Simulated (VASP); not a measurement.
# Pt (Fm-3m) in VASP: notebook

Runs on Pt. Level: LDA. Tasks: single point.

Everything below comes from runs of VASP 6.6.1. Logs are shortened: lines on timing, memory, paths and dates and some standing lists are left out, and cuts for length are marked.

### 1 The cell of the first run

The structure is cubic, space group Fm-3m (No. 225). Conventional cell: a = 3.894 Å, b = 3.894 Å, c = 3.894 Å, α = 90.00°, β = 90.00°, γ = 90.00°. Pt (site symmetry m-3m) has 12 Pt at 2.75 Å within 3.6 Å.

### 2 Single point, LDA

INCAR

```
PREC = Accurate
ENCUT = 520
EDIFF = 1E-6
ISMEAR = 0
SIGMA = 0.1
LREAL = F
LASPH = T
NELM = 100
ALGO = Normal
ISIF = 2
LWAVE = F
LCHARG = F
GGA = CA
NBANDS = 11
```

KPOINTS

```
regular mesh
0
Gamma
  18 18 18
```

POSCAR

```
Pt
1.0
    0.0000000000      1.9468759119      1.9468759119
    1.9468759119      0.0000000000      1.9468759119
    1.9468759119      1.9468759119      0.0000000000
Pt
1
Direct
    0.0000000000      0.0000000000      0.0000000000
```

Potentials or basis: VASP PAW LDA potentials, release 64 (Pt).

Run with:

```console
$ cat potpaw_LDA.64/Pt/POTCAR > POTCAR
$ mpirun -np 1 vasp_std > vasp.out
```

OUTCAR:

```text
PREC = Accurate
   ENCUT = 520
   EDIFF = 1E-6
   ISMEAR = 0
   LREAL = F
   LASPH = T
   NELM = 100
   ISIF = 2
   GGA = CA

 ion  position               nearest neighbor table
   1  0.000  0.000  0.000-

  LATTYP: Found a face centered cubic cell.
 ALAT       =     3.8937518238

  Lattice vectors:

 A1 = (   0.0000000000,   1.9468759119,   1.9468759119)
 A2 = (   1.9468759119,   0.0000000000,   1.9468759119)
 A3 = (   1.9468759119,   1.9468759119,   0.0000000000)

Analysis of symmetry for initial positions (statically):
=====================================================================
 Subroutine PRICEL returns:
 Original cell was already a primitive cell.

 Routine SETGRP: Setting up the symmetry group for a
 face centered cubic supercell.

 Subroutine GETGRP returns: Found 48 space group operations
 (whereof 48 operations were pure point group operations)
 out of a pool of 48 trial point group operations.

The static configuration has the point symmetry O_h .

Analysis of symmetry for dynamics (positions and initial velocities):
=====================================================================
 Subroutine PRICEL returns:
 Original cell was already a primitive cell.

 Routine SETGRP: Setting up the symmetry group for a
 face centered cubic supercell.

 Subroutine GETGRP returns: Found 48 space group operations
 (whereof 48 operations were pure point group operations)
 out of a pool of 48 trial point group operations.

The dynamic configuration has the point symmetry O_h .

 Subroutine INISYM returns: Found 48 space group operations
 (whereof 48 operations are pure point group operations),
 and found     1 'primitive' translations

----------------------------------------------------------------------------------------

                                     Primitive cell

  volume of cell :      14.7586

  direct lattice vectors                    reciprocal lattice vectors
     0.000000000  1.946875912  1.946875912    -0.256821710  0.256821710  0.256821710
     1.946875912  0.000000000  1.946875912     0.256821710 -0.256821710  0.256821710
     1.946875912  1.946875912  0.000000000     0.256821710  0.256821710 -0.256821710

  length of vectors
     2.753298319  2.753298319  2.753298319     0.444828249  0.444828249  0.444828249

  position of ions in fractional coordinates (direct lattice)
     0.000000000  0.000000000  0.000000000

  ion indices of the primitive-cell ions
   primitive index   ion index
                 1           1

----------------------------------------------------------------------------------------

 KPOINTS: regular mesh

Automatic generation of k-mesh.
 Grid dimensions read from file:
 generate k-points for:   18   18   18

 Generating k-lattice:

  Cartesian coordinates                     Fractional coordinates (reciprocal lattice)
    -0.014267873  0.014267873  0.014267873     0.055555556  0.000000000  0.000000000
     0.014267873 -0.014267873  0.014267873     0.000000000  0.055555556  0.000000000
     0.014267873  0.014267873 -0.014267873     0.000000000  0.000000000  0.055555556

  Length of vectors
     0.024712681  0.024712681  0.024712681

  Shift w.r.t. Gamma in fractional coordinates (k-lattice)
     0.000000000  0.000000000  0.000000000

 Subroutine IBZKPT returns following result:
 ===========================================

 Found    195 irreducible k-points:

 Following reciprocal coordinates:
            Coordinates               Weight
  0.000000  0.000000  0.000000      1.000000
  0.055556  0.000000  0.000000      8.000000
  0.111111  0.000000  0.000000      8.000000
  0.166667  0.000000  0.000000      8.000000
  0.222222  0.000000  0.000000      8.000000
  0.277778  0.000000  0.000000      8.000000
[... 16 lines left out ...]
 -0.277778  0.055556  0.000000     24.000000
 -0.222222  0.055556  0.000000     24.000000
 [... further k-points ...]
   k-points           NKPTS =    195   k-points in BZ     NKDIM =    195   number of bands    NBANDS=     11
   number of dos      NEDOS =    301   number of ions     NIONS =      1
   total plane-waves  NPLWV =   8000
   dimension x,y,z NGX =    20 NGY =   20 NGZ =   20
   dimension x,y,z NGXF=    40 NGYF=   40 NGZF=   40
   ions per type =               1
   NGX,Y,Z   is equivalent  to a cutoff of  12.08, 12.08, 12.08 a.u.
   NGXF,Y,Z  is equivalent  to a cutoff of  24.15, 24.15, 24.15 a.u.
 SYSTEM =  unknown system
   PREC   = accura    normal or accurate (medium, high low for compatibility)
   ISTART =      0    job   : 0-new  1-cont  2-samecut
   ICHARG =      2    charge: 1-file 2-atom 10-const
   ISPIN  =      1    spin polarized calculation?
   LNONCOLLINEAR =      F non collinear calculations
   LSORBIT =      F    spin-orbit coupling
   LASPH  =      T    aspherical Exc in radial PAW
   ENCUT  =  520.0 eV  38.22 Ry    6.18 a.u.   5.12  5.12  5.12*2*pi/ulx,y,z
   NELM   =    100;   NELMIN=  2; NELMDL= -5     # of ELM steps
   EDIFF  = 0.1E-05   stopping-criterion for ELM
   LREAL  =      F    real-space projection
   EDIFFG = 0.1E-04   stopping-criterion for IOM
   NSW    =      0    number of steps for IOM
   IBRION =     -1    ionic relax: 0-MD 1-quasi-New 2-CG
   NFREE  =      0    steps in history (QN), initial steepest desc. (CG)
   ISIF   =      2    stress and relaxation
   ISYM   =      2    0-nonsym 1-usesym 2-fastsym
   POTIM  = 0.5000    time-step for ionic-motion
   TEBEG  =    0.0;   TEEND  =   0.0 temperature during run
   PSTRESS=    0.0 pullay stress
   NELECT =      10.0000    total number of electrons
   NUPDOWN=      -1.0000    fix difference up-down
   EMIN   =  10.00;   EMAX   =-10.00  energy-range for DOS
[... 5 lines left out ...]
     AMIX     =   0.40;   BMIX     =  1.00
     AMIX_MAG =   1.60;   BMIX_MAG =  1.00
  volume/ion in A,a.u.               =      14.76        99.60
  Fermi-wavevector in a.u.,A,eV,Ry     =   1.437893  2.717224 28.130538  2.067536
  Thomas-Fermi vector in A             =   2.556920
   LORBIT       =      0    0 simple, 1 ext, 2 COOP (PROOUT), +10 PAW based schemes
   GGA     = CA    functional components
   LHFCALC =     F    Hartree Fock is set to
   AEXX    =    0.0000 exact exchange contribution
   IVDW    =     0    specifies the selected vdW correction
   LEPSILON=     F    determine dielectric tensor
   LRPA    =     F    only Hartree local field effects (RPA)
 non-spin polarized calculation
 Gauss-broadening in eV      SIGMA  =   0.10
  energy-cutoff  :      520.00
  volume of cell :       14.76
 maximum number of plane-waves:       411
   NGX = 11   NGY = 11   NGZ = 11

 number of electron      10.0000000 magnetization

 Free energy of the ion-electron system (eV)
  ---------------------------------------------------
  ext. energy  EPLUGINS =         0.00000000
  ---------------------------------------------------
  free energy    TOTEN  =        -7.50702055 eV

  energy without entropy =       -7.49671149  energy(sigma->0) =       -7.50186602

 E-fermi :  11.5685     XC(G=0): -13.8134

 val. band max:       11.5638737510   @ k =  -0.3333   0.3889   0.1111
 cond. band min:      11.5798359231   @ k =   0.3889   0.2222   0.0000
 fundamental gap:      0.0159621721
 Fermi energy:        11.5685474613

 k-point     1 :       0.0000    0.0000    0.0000
  band No.  band energies     occupation
      1       1.0750      2.00000
      2       7.6095      2.00000
      3       7.6095      2.00000
      4       7.6095      2.00000
      5       9.8803      2.00000
      6       9.8803      2.00000
      7      26.1230      0.00000
      8      31.1671      0.00000
      9      31.1671      0.00000
     10      31.1671      0.00000
     11      36.7002      0.00000

 k-point     2 :       0.0556    0.0000    0.0000
  band No.  band energies     occupation
      1       1.2023      2.00000
      2       7.5510      2.00000
      3       7.6611      2.00000
      4       7.6611      2.00000
      5       9.8503      2.00000
      6       9.8503      2.00000
      7      26.3266      0.00000
      8      30.5089      0.00000
      9      31.3671      0.00000
     10      31.3671      0.00000
     11      37.4445      0.00000

 k-point     3 :       0.1111    0.0000    0.0000
  band No.  band energies     occupation
      1       1.5726      2.00000
      2       7.4011      2.00000
      3       7.7967      2.00000
      4       7.7967      2.00000
      5       9.7859      2.00000
      6       9.7859      2.00000
      7      26.8833      0.00000
      8      29.1215      0.00000
      9      31.9494      0.00000
     10      31.9494      0.00000
     11      38.3503      0.00000

 k-point     4 :       0.1667    0.0000    0.0000
  band No.  band energies     occupation
      1       2.1442      2.00000
      2       7.2346      2.00000
      3       7.9503      2.00000
      4       7.9503      2.00000
      5       9.7662      2.00000
      6       9.7662      2.00000
      7      27.5393      0.00000
      8      27.6000      0.00000
      9      32.8583      0.00000
     10      32.8583      0.00000
     11      36.7696      0.00000
[... 239 lines left out ...]
 k-point    22 :      -0.3333    0.0556    0.0000
  band No.  band energies     occupation
      1       3.9952      2.00000
      2       7.7191      2.00000
      3       7.8372      2.00000
      4       8.2768      2.00000
      5      10.5830      2.00000
      6      11.3596      1.99688
      7      21.3948      0.00000
      8      26.8644      0.00000
      9      31.3542      0.00000
     10      33.3241      0.00000
     11      36.5303      0.00000

 k-point    23 :      -0.2778    0.0556    0.0000
  band No.  band energies     occupation
      1       3.7107      2.00000
      2       7.4455      2.00000
      3       7.9106      2.00000
      4       7.9868      2.00000
      5      10.0682      2.00000
      6      10.8349      2.00000
      7      23.4520      0.00000
      8      27.6246      0.00000
      9      32.3251      0.00000
     10      34.8681      0.00000
     11      35.1950      0.00000

 k-point    24 :      -0.2222    0.0556    0.0000
  band No.  band energies     occupation
      1       3.1555      2.00000
      2       7.1034      2.00000
      3       8.0219      2.00000
      4       8.0910      2.00000
      5       9.6656      2.00000
      6      10.3777      2.00000
      7      25.3559      0.00000
      8      28.1599      0.00000
      9      32.8123      0.00000
     10      34.1730      0.00000
     11      35.4351      0.00000

 [... further k-points ...]

------------------------ aborting loop because EDIFF is reached ----------------------------------------

  FORCE on cell =-STRESS in cart. coord.  units (eV):
  Direction    XX          YY          ZZ          XY          YZ          ZX
  --------------------------------------------------------------------------------------
  -------------------------------------------------------------------------------------
  Total        0.0700696      0.0700696      0.0700696      0.0000000      0.0000000      0.0000000
  in kB        7.6066850      7.6066850      7.6066850      0.0000000      0.0000000      0.0000000
  external PRESSURE =       7.6066850 kB  Pullay stress =       0.0000000 kB

 VOLUME and BASIS-vectors are now :
 -----------------------------------------------------------------------------
  energy-cutoff  :      520.00
  volume of cell :       14.76
      direct lattice vectors                 reciprocal lattice vectors
     0.000000000  1.946875912  1.946875912    -0.256821710  0.256821710  0.256821710
     1.946875912  0.000000000  1.946875912     0.256821710 -0.256821710  0.256821710
     1.946875912  1.946875912  0.000000000     0.256821710  0.256821710 -0.256821710

 POSITION                                       TOTAL-FORCE (eV/Angst)
 -----------------------------------------------------------------------------------
      0.00000      0.00000      0.00000         0.000000      0.000000      0.000000
 -----------------------------------------------------------------------------------
    total drift:                                0.000000      0.000000      0.000000

  FREE ENERGIE OF THE ION-ELECTRON SYSTEM (eV)
  ---------------------------------------------------
  free  energy   TOTEN  =        -7.5070205497 eV

  energy  without entropy=       -7.4967114878  energy(sigma->0) =       -7.50186602
```

It took 18 s on 1 thread of Intel Xeon Platinum 8259CL at 2.50GHz (Skylake/Cascade Lake), shared host; peak memory 0.14 GiB.

What came out:

| Property | Result |
| --- | --- |
| Free energy | -7.5070 eV |
| Pressure | 0.8 GPa |
| Band gap on the k mesh | zero (band 5 reaches 12.08 eV, above the bottom of band 6 at 9.77 eV) |

Caveat: spin-orbit coupling is left out, which moves the levels of the heavy elements.

### 3 Single point, LDA

INCAR

```
SYSTEM = Pt
ALGO     = Fast           ! electronic algorithm
EDIFF    = 1E-6           ! SCF threshold, eV
ENCUT    = 520            ! plane-wave cutoff, eV
ISIF     = 2              ! what is computed and relaxed
ISMEAR   = 0              ! smearing method
LASPH    = .TRUE.         ! aspherical terms in the spheres
LCHARG   = .FALSE.        ! write CHGCAR
LREAL    = .FALSE.        ! projectors in reciprocal space
LWAVE    = .FALSE.        ! write WAVECAR
NBANDS   = 11             ! bands
NELM     = 100            ! most SCF steps
PREC     = Accurate       ! precision mode
SIGMA    = 0.1            ! smearing width, eV
```

KPOINTS

```
k-points
0
G
  18 18 18
  0 0 0
```

POSCAR

```
Pt
1.0
    0.0000000000      1.9468759234      1.9468759234
    1.9468759234      0.0000000000      1.9468759234
    1.9468759234      1.9468759234      0.0000000000
Pt
1
Direct
    0.0000000000      0.0000000000      0.0000000000
```

Potentials or basis: VASP PAW LDA potentials, release 64 (Pt).

Run with:

```console
$ cat potpaw_LDA.64/Pt/POTCAR > POTCAR
$ mpirun -np 1 vasp_std > vasp.out
```

Wall time 23 s (1 thread of Intel Xeon Platinum 8259CL at 2.50GHz (Skylake/Cascade Lake), shared host); peak memory 0.14 GiB.

The run converged. Its results:

```
Free energy            : -7.5070 eV
Pressure               : 0.8 GPa
Band gap on the k mesh : zero (band 5 reaches 12.08 eV, above the bottom of band 6 at 9.77 eV)
```

Levels at points of the mesh, in eV from the Fermi level:
```
           k point  band 2  band 3  band 4  band 5  band 6  band 7  band 8  band 9
(0.00, 0.00, 0.00)   -3.96   -3.96   -3.96   -1.69   -1.69   14.55   19.60   19.60
(0.50, 0.00, 0.00)   -4.02   -4.02   -0.57    0.05    0.05    5.99   14.13   19.04
(0.50, 0.50, 0.00)   -6.89    0.03    0.51    0.51    1.72    9.10   11.40   11.40
```

Caveat: spin-orbit coupling is left out, which moves the levels of the heavy elements.
